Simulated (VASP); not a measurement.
# SiTe (wurtzite type) (P6_3mc) in VASP: further runs

The runs below take SiTe (wurtzite type) through single point, relaxation of cell and atoms, with PBE.

All numbers are computed with VASP 6.6.1; they aren't measurements. Logs are shortened: lines on timing, memory, paths and dates and some standing lists are left out, and cuts for length are marked.

## 1. The cell of the first run

The structure is hexagonal, space group P6_3mc (No. 186). Conventional cell: a = 4.966 Å, b = 4.966 Å, c = 5.955 Å, α = 90.00°, β = 90.00°, γ = 120.00°. Te (site symmetry 3m) has 5 Si at 2.71 to 3.24 Å within 3.6 Å. Within 3.6 Å of Si (site symmetry 3m) lie 5 Te at 2.71 to 3.24 Å.

## 2. Single point, PBE

File INCAR:

```
SYSTEM = SiTe
  PREC = Accurate
  ENCUT = 520
  EDIFF = 1E-6
  ISMEAR = -1
  SIGMA = 0.08
  LREAL = .FALSE.
  LASPH = .TRUE.
  NELM = 100
  ALGO = Normal
  ISIF = 2
  LWAVE = .FALSE.
  LCHARG = .FALSE.
  GGA = PE
  NBANDS = 18
```

File KPOINTS:

```
Automatic mesh
0
G
  10 10 6
  0 0 0
```

File POSCAR:

```
SiTe
1.0
    4.9655942136      0.0000000000      0.0000000000
   -2.4827971068      4.3003307339      0.0000000000
    0.0000000000      0.0000000000      5.9545837710
Te Si
2 2
Direct
    0.3333333333      0.6666666667     -0.0396559744
    0.6666666667      0.3333333333      0.4603440256
    0.3333333333      0.6666666667      0.4156559744
    0.6666666667      0.3333333333      0.9156559744
```

Potentials or basis: VASP PAW PBE potentials, release 64 (Te, Si).

Launch:

```console
$ cat potpaw_PBE.64/Te/POTCAR potpaw_PBE.64/Si/POTCAR > POTCAR
$ mpirun -np 1 vasp_std > vasp.out
```

OUTCAR:

```text
SYSTEM = SiTe
   PREC = Accurate
   ENCUT = 520
   EDIFF = 1E-6
   ISMEAR = -1
   LREAL = .FALSE.
   LASPH = .TRUE.
   NELM = 100
   ISIF = 2
   GGA = PE

 ion  position               nearest neighbor table
   1  0.333  0.667  0.960-   3 2.71   4 2.88   4 2.88   4 2.88   3 3.24
   2  0.667  0.333  0.460-   4 2.71   3 2.88   3 2.88   3 2.88   4 3.24
   3  0.333  0.667  0.416-   1 2.71   2 2.88   2 2.88   2 2.88   1 3.24
   4  0.667  0.333  0.916-   2 2.71   1 2.88   1 2.88   1 2.88   2 3.24

  LATTYP: Found a hexagonal cell.
 ALAT       =     4.9655942136
 C/A-ratio  =     1.1991684207

  Lattice vectors:

 A1 = (   4.9655942136,   0.0000000000,   0.0000000000)
 A2 = (  -2.4827971068,   4.3003307339,   0.0000000000)
 A3 = (   0.0000000000,   0.0000000000,   5.9545837710)

Analysis of symmetry for initial positions (statically):
=====================================================================
 Subroutine PRICEL returns:
 Original cell was already a primitive cell.

 Routine SETGRP: Setting up the symmetry group for a
 hexagonal supercell.

 Subroutine GETGRP returns: Found 12 space group operations
 (whereof  6 operations were pure point group operations)
 out of a pool of 24 trial point group operations.

The static configuration has the point symmetry C_3v.
 The point group associated with its full space group is C_6v.

Analysis of symmetry for dynamics (positions and initial velocities):
=====================================================================
 Subroutine PRICEL returns:
 Original cell was already a primitive cell.

 Routine SETGRP: Setting up the symmetry group for a
 hexagonal supercell.

 Subroutine GETGRP returns: Found 12 space group operations
 (whereof  6 operations were pure point group operations)
 out of a pool of 24 trial point group operations.

The dynamic configuration has the point symmetry C_3v.
 The point group associated with its full space group is C_6v.

 Subroutine INISYM returns: Found 12 space group operations
 (whereof  6 operations are pure point group operations),
 and found     1 'primitive' translations

----------------------------------------------------------------------------------------

                                     Primitive cell

  volume of cell :     127.1524

  direct lattice vectors                    reciprocal lattice vectors
     4.965594214  0.000000000  0.000000000     0.201385767  0.116270127  0.000000000
    -2.482797107  4.300330734  0.000000000     0.000000000  0.232540254  0.000000000
     0.000000000  0.000000000  5.954583771     0.000000000  0.000000000  0.167937851

  length of vectors
     4.965594214  4.965594214  5.954583771     0.232540254  0.232540254  0.167937851

  position of ions in fractional coordinates (direct lattice)
     0.333333333  0.666666667  0.960344026
     0.666666667  0.333333333  0.460344026
     0.333333333  0.666666667  0.415655974
     0.666666667  0.333333333  0.915655974

  ion indices of the primitive-cell ions
   primitive index   ion index
                 1           1
                 2           2
                 3           3
                 4           4

----------------------------------------------------------------------------------------

 KPOINTS: Automatic mesh

Automatic generation of k-mesh.
 Grid dimensions read from file:
 generate k-points for:   10   10    6

 Generating k-lattice:

  Cartesian coordinates                     Fractional coordinates (reciprocal lattice)
     0.020138577  0.011627013  0.000000000     0.100000000  0.000000000  0.000000000
     0.000000000  0.023254025  0.000000000     0.000000000  0.100000000  0.000000000
     0.000000000  0.000000000  0.027989642     0.000000000  0.000000000  0.166666667

  Length of vectors
     0.023254025  0.023254025  0.027989642

  Shift w.r.t. Gamma in fractional coordinates (k-lattice)
     0.000000000  0.000000000  0.000000000

 Subroutine IBZKPT returns following result:
 ===========================================

 Found     56 irreducible k-points:

 Following reciprocal coordinates:
            Coordinates               Weight
  0.000000  0.000000  0.000000      1.000000
  0.100000 -0.000000  0.000000      6.000000
  0.200000 -0.000000  0.000000      6.000000
  0.300000 -0.000000  0.000000      6.000000
  0.400000 -0.000000  0.000000      6.000000
  0.500000 -0.000000  0.000000      3.000000
[... 16 lines left out ...]
  0.300000  0.100000  0.166667     24.000000
  0.400000  0.100000  0.166667     24.000000
 [... further k-points ...]
   k-points           NKPTS =     56   k-points in BZ     NKDIM =     56   number of bands    NBANDS=     18
   number of dos      NEDOS =    301   number of ions     NIONS =      4
   total plane-waves  NPLWV =  76800
   dimension x,y,z NGX =    40 NGY =   40 NGZ =   48
   dimension x,y,z NGXF=    80 NGYF=   80 NGZF=   96
   ions per type =               2   2
   NGX,Y,Z   is equivalent  to a cutoff of  13.39, 13.39, 13.40 a.u.
   NGXF,Y,Z  is equivalent  to a cutoff of  26.78, 26.78, 26.80 a.u.
 SYSTEM =  SiTe
   PREC   = accura    normal or accurate (medium, high low for compatibility)
   ISTART =      0    job   : 0-new  1-cont  2-samecut
   ICHARG =      2    charge: 1-file 2-atom 10-const
   ISPIN  =      1    spin polarized calculation?
   LNONCOLLINEAR =      F non collinear calculations
   LSORBIT =      F    spin-orbit coupling
   LASPH  =      T    aspherical Exc in radial PAW
   ENCUT  =  520.0 eV  38.22 Ry    6.18 a.u.   9.23  9.23 11.07*2*pi/ulx,y,z
   NELM   =    100;   NELMIN=  2; NELMDL= -5     # of ELM steps
   EDIFF  = 0.1E-05   stopping-criterion for ELM
   LREAL  =      F    real-space projection
   EDIFFG = 0.1E-04   stopping-criterion for IOM
   NSW    =      0    number of steps for IOM
   IBRION =     -1    ionic relax: 0-MD 1-quasi-New 2-CG
   NFREE  =      0    steps in history (QN), initial steepest desc. (CG)
   ISIF   =      2    stress and relaxation
   ISYM   =      2    0-nonsym 1-usesym 2-fastsym
   POTIM  = 0.5000    time-step for ionic-motion
   TEBEG  =    0.0;   TEEND  =   0.0 temperature during run
   PSTRESS=    0.0 pullay stress
   NELECT =      20.0000    total number of electrons
   NUPDOWN=      -1.0000    fix difference up-down
   EMIN   =  10.00;   EMAX   =-10.00  energy-range for DOS
   EFERMI =   0.00;   METHOD = LEGACY
   ISMEAR =    -1;   SIGMA  =   0.08  broadening in eV -4-tet -1-fermi 0-gaus
   EFERMI_NEDOS =   21; number of points for ismear=-14 and -15
   IALGO  =     38    algorithm
   IMIX   =      4    mixing-type and parameters
     AMIX     =   0.40;   BMIX     =  1.00
     AMIX_MAG =   1.60;   BMIX_MAG =  1.00
  volume/ion in A,a.u.               =      31.79       214.52
  Fermi-wavevector in a.u.,A,eV,Ry     =   0.883710  1.669971 10.625391  0.780944
  Thomas-Fermi vector in A             =   2.004513
   LORBIT       =      0    0 simple, 1 ext, 2 COOP (PROOUT), +10 PAW based schemes
   GGA     = PE    functional components
[... 5 lines left out ...]
 non-spin polarized calculation
  energy-cutoff  :      520.00
  volume of cell :      127.15
 maximum number of plane-waves:      3448
 NGX is ok and might be reduce to    40
   NGX = 19   NGY = 19   NGZ = 23

 number of electron      20.0000001 magnetization

 Free energy of the ion-electron system (eV)
  ---------------------------------------------------
  ext. energy  EPLUGINS =         0.00000000
  ---------------------------------------------------
  free energy    TOTEN  =       -15.61451819 eV

  energy without entropy =      -15.58509514  energy(sigma->0) =      -15.59980667

 E-fermi :   4.9353     XC(G=0):  -8.4242

 val. band max:        4.9136810083   @ k =   0.1000   0.1000   0.0000
 cond. band min:       4.9521776277   @ k =   0.0000   0.0000   0.1667
 fundamental gap:      0.0384966194
 Fermi energy:         4.9353243026

 k-point     1 :       0.0000    0.0000    0.0000
  band No.  band energies     occupation
      1      -8.1673      2.00000
      2      -6.3193      2.00000
      3      -2.3134      2.00000
      4      -0.1286      2.00000
      5       0.6425      2.00000
      6       0.7944      2.00000
[... 10 lines left out ...]
     17       9.1719      0.00000
     18       9.1719      0.00000

 k-point     2 :       0.1000   -0.0000    0.0000
  band No.  band energies     occupation
      1      -8.1180      2.00000
      2      -6.3202      2.00000
      3      -2.4052      2.00000
      4      -0.3222      2.00000
      5       0.2511      2.00000
      6       0.7112      2.00000
[... 10 lines left out ...]
     17       9.0617      0.00000
     18       9.5266      0.00000

 k-point     3 :       0.2000   -0.0000    0.0000
  band No.  band energies     occupation
      1      -7.9748      2.00000
      2      -6.3398      2.00000
      3      -2.6324      2.00000
      4      -0.4921      2.00000
      5      -0.4484      2.00000
      6       0.5201      2.00000
[... 10 lines left out ...]
     17       9.0111      0.00000
     18      10.3014      0.00000

 k-point     4 :       0.3000   -0.0000    0.0000
  band No.  band energies     occupation
      1      -7.7560      2.00000
      2      -6.4172      2.00000
      3      -2.8419      2.00000
      4      -1.2062      2.00000
      5      -0.3816      2.00000
      6       0.3209      2.00000
[... 375 lines left out ...]
      4      -1.3583      2.00000
      5       0.0876      2.00000
      6       0.3882      2.00000
[... 10 lines left out ...]
     17       9.7126      0.00000
     18      10.0335      0.00000

 k-point    23 :       0.3000    0.1000    0.1667
  band No.  band energies     occupation
      1      -7.5235      2.00000
      2      -6.5591      2.00000
      3      -3.0711      2.00000
      4      -1.9502      2.00000
      5       0.1464      2.00000
      6       0.3008      2.00000
[... 10 lines left out ...]
     17       9.5366      0.00000
     18       9.7770      0.00000

 k-point    24 :       0.4000    0.1000    0.1667
  band No.  band energies     occupation
      1      -7.3123      2.00000
      2      -6.6770      2.00000
      3      -3.0916      2.00000
      4      -2.3568      2.00000
      5       0.0401      2.00000
      6       0.4955      2.00000
[... 10 lines left out ...]
     17       9.4937      0.00000
     18       9.7159      0.00000

 [... further k-points ...]

------------------------ aborting loop because EDIFF is reached ----------------------------------------

  FORCE on cell =-STRESS in cart. coord.  units (eV):
  Direction    XX          YY          ZZ          XY          YZ          ZX
  --------------------------------------------------------------------------------------
  -------------------------------------------------------------------------------------
  Total        0.0039447      0.0039447      0.0012557      0.0000000      0.0000000      0.0000000
  in kB        0.0497054      0.0497054      0.0158223      0.0000000      0.0000000      0.0000000
  external PRESSURE =       0.0384110 kB  Pullay stress =       0.0000000 kB

 VOLUME and BASIS-vectors are now :
 -----------------------------------------------------------------------------
  energy-cutoff  :      520.00
  volume of cell :      127.15
      direct lattice vectors                 reciprocal lattice vectors
     4.965594214  0.000000000  0.000000000     0.201385767  0.116270127  0.000000000
    -2.482797107  4.300330734  0.000000000     0.000000000  0.232540254  0.000000000
     0.000000000  0.000000000  5.954583771     0.000000000  0.000000000  0.167937851

 POSITION                                       TOTAL-FORCE (eV/Angst)
 -----------------------------------------------------------------------------------
     -0.00000      2.86689      5.71845        -0.000000      0.000000     -0.001001
      2.48280      1.43344      2.74116         0.000000      0.000000     -0.001001
     -0.00000      2.86689      2.47506        -0.000000      0.000000      0.001001
      2.48280      1.43344      5.45235         0.000000     -0.000000      0.001001
 -----------------------------------------------------------------------------------
    total drift:                               -0.000000      0.000000     -0.000149

  FREE ENERGIE OF THE ION-ELECTRON SYSTEM (eV)
  ---------------------------------------------------
  free  energy   TOTEN  =       -15.6145181947 eV

  energy  without entropy=      -15.5850951421  energy(sigma->0) =      -15.59980667
```

Run time: 66 s. Hardware: 1 thread of AMD EPYC 9R45 (Zen 5), shared host; peak memory 0.29 GiB.

Results:

```
Free energy            : -15.6145 eV
Pressure               : 0.0 GPa
Band gap on the k mesh : zero (band 10 reaches 5.05 eV, above the bottom of band 11 at 4.87 eV)
```

Caveat: spin-orbit coupling is left out, which moves the levels of the heavy elements.

## 3. Relaxation of cell and atoms, PBE

This run uses another cell than the first one, of 27.38 Å³/atom, 0.861 times its volume.

File INCAR:

```
SYSTEM = SiTe
PREC     = Accurate       ! precision mode
ENCUT    = 600            ! plane-wave cutoff, eV
EDIFF    = 1E-6           ! SCF threshold, eV
ISMEAR   = -1             ! smearing method
SIGMA    = 0.08           ! smearing width, eV
LREAL    = .False.        ! projectors in reciprocal space
LASPH    = .True.         ! aspherical terms in the spheres
NELM     = 100            ! most SCF steps
ALGO     = Normal         ! electronic algorithm
ISIF     = 3              ! what is computed and relaxed
LWAVE    = .False.        ! write WAVECAR
LCHARG   = .False.        ! write CHGCAR
GGA      = PE             ! functional
IBRION   = 2              ! ionic algorithm
NSW      = 100            ! ionic steps
EDIFFG   = -0.005         ! ionic threshold
```

File KPOINTS:

```
Automatic mesh
0
Gamma
  10 10 6
  0 0 0
```

File POSCAR:

```
SiTe
1.0
    4.2649272864      0.0000000000      0.0000000000
   -2.1324636432      3.6935353754      0.0000000000
    0.0000000000      0.0000000000      6.9518314769
Te Si
2 2
Direct
    0.3333333333      0.6666666667      0.0000000000
    0.6666666667      0.3333333333      0.5000000000
    0.3333333333      0.6666666667      0.3760000000
    0.6666666667      0.3333333333      0.8760000000
```

Potentials or basis: VASP PAW PBE potentials, release 64 (Te, Si).

Launch:

```console
$ cat potpaw_PBE.64/Te/POTCAR potpaw_PBE.64/Si/POTCAR > POTCAR
$ mpirun -np 1 vasp_std > vasp.out
```

Wall time 17 min (1 thread of AMD EPYC 9R45 (Zen 5), shared host); peak memory 0.31 GiB.

Results (log left out):

| Property | Result |
| --- | --- |
| Free energy | -15.6136 eV |
| Relaxed volume | 31.78 Å³/atom |
| Relaxed cell | a = 4.965 Å, b = 4.965 Å, c = 5.954 Å, α = 90.00°, β = 90.00°, γ = 120.00° |
| Space group after relaxing (to 0.05 Å) | P6_3mc (No. 186) |
| Energy gained by relaxing | 361.2 meV/atom |
| Ionic steps | 35 |
| Pressure after relaxing | 0.0 GPa |
| Band gap on the k mesh | zero (band 10 reaches 5.06 eV, above the bottom of band 11 at 4.87 eV) |

Step by step:
| step | energy change (eV) | largest force (eV/Å) | pressure (GPa) | volume (Å³) |
| --- | --- | --- | --- | --- |
| 1 | 0.0000 | 0.1875 | 11.70 | 109.51 |
| 2 | -1.0029 | 0.0095 | -0.48 | 144.33 |
| 3 | -1.0061 | 0.0080 | 0.01 | 141.95 |
| 4 | -1.0060 | 0.0085 | -0.15 | 142.65 |
| 5 | -1.0135 | 0.0535 | -0.14 | 142.62 |
| 6 | -1.0357 | 0.2118 | -0.08 | 142.45 |
| 7 | -1.0498 | 0.6726 | 0.31 | 141.74 |
| 8 | -1.0525 | 0.4779 | 0.12 | 142.05 |
| 9 | -1.0557 | 0.4910 | 0.12 | 142.08 |
| 10 | -1.0653 | 0.5333 | 0.10 | 142.14 |
| 11 | -1.0831 | 0.6277 | 0.07 | 142.23 |
| 12 | -1.1056 | 0.8550 | 0.08 | 142.23 |
| 13 | -1.1195 | 0.8460 | -0.01 | 142.31 |
| 14 | -1.1570 | 0.8186 | -0.27 | 142.53 |
| 15 | -1.2072 | 0.7597 | -0.73 | 142.80 |
| 16 | -1.1437 | 0.5785 | -1.22 | 142.68 |
| 17 | -1.2049 | 0.7715 | -0.83 | 142.86 |
| 18 | -1.2596 | 0.5874 | -1.10 | 142.00 |
| 19 | -1.3593 | 0.1443 | -1.67 | 139.44 |
| 20 | -1.3717 | 0.2412 | -1.96 | 134.42 |
| 21 | -1.3830 | 0.2036 | -1.97 | 135.85 |
| 22 | -1.4298 | 0.1422 | -0.85 | 129.68 |
| 23 | -1.4372 | 0.1122 | -0.23 | 126.72 |
| 24 | -1.4374 | 0.1080 | -0.14 | 126.29 |
| 25 | -1.4407 | 0.0834 | -0.13 | 126.51 |
| 26 | -1.4418 | 0.0562 | -0.11 | 126.70 |
| 27 | -1.4429 | 0.0391 | 0.00 | 126.43 |
| 28 | -1.4436 | 0.0126 | 0.16 | 126.04 |
| 29 | -1.4444 | 0.0198 | 0.07 | 126.50 |
| 30 | -1.4444 | 0.0230 | 0.03 | 126.70 |
| 31 | -1.4447 | 0.0153 | -0.01 | 127.03 |
| 32 | -1.4447 | 0.0097 | -0.05 | 127.26 |
| 33 | -1.4448 | 0.0001 | 0.00 | 127.13 |
| 34 | -1.4448 | 0.0003 | 0.00 | 127.13 |
| 35 | -1.4448 | 0.0013 | 0.01 | 127.12 |

Final structure:
```yaml
crystal:
  lattice:
    - [4.96527, 0.00000, 0.00000]
    - [-2.48264, 4.30005, 0.00000]
    - [0.00000, 0.00000, 5.95380]
  atoms:
    - { symbol: Te, position: [0.33333, 0.66667, 0.96024] }
    - { symbol: Te, position: [0.66667, 0.33333, 0.46024] }
    - { symbol: Si, position: [0.33333, 0.66667, 0.41576] }
    - { symbol: Si, position: [0.66667, 0.33333, 0.91576] }
```

Levels at points of the mesh, in eV from the Fermi level:
```
           k point  band 7  band 8  band 9  band 10  band 11  band 12  band 13  band 14
(0.00, 0.00, 0.00)   -4.14   -2.37   -2.32    -2.32    -0.07    -0.07     2.10     2.10
(0.50, 0.00, 0.00)   -3.94   -2.77   -2.67    -0.43     1.64     2.01     3.80     3.84
(0.00, 0.00, 0.50)   -3.39   -3.39   -1.94    -1.94     0.72     0.72     0.72     0.72
(0.50, 0.00, 0.50)   -2.59   -2.59   -1.10    -1.10     0.66     0.66     2.66     2.66
```

Caveat: the volume moved by over 15 % at a fixed basis, so the end points are rough; spin-orbit coupling is left out, which moves the levels of the heavy elements.
